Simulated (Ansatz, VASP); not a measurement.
Be: VASP beside Ansatz

```
Be
1.0
     0.00000    1.42968    1.42968
     1.42968    0.00000    1.42968
     1.42968    1.42968    0.00000
Be
1
Direct
  0.00000 0.00000 0.00000
```

Change from the starting cell: volume scaled by 0.75, LAPW.

Alike in both runs: task single point; functional PBEsol; k mesh 23 × 23 × 23; occupations fermi-dirac, width 0.05 eV; no spin polarisation.

|  | VASP | Ansatz |
| --- | --- | --- |
| version | VASP 6.6.1 | Ansatz 0.2.0 |
| potentials or method | VASP PAW PBE potentials, release 64 (Be), cutoff 520 eV | all-electron LAPW, scalar-relativistic |

```csv
,VASP,Ansatz,Ansatz less VASP
pressure (GPa),58.1,57.0,-1.12
```

VASP's potentials were made for PBE, not for PBEsol. Both programs put the cell under a high pressure, so it lies far from rest at this level. Ansatz ran all-electron here, and VASP with PAW potentials.
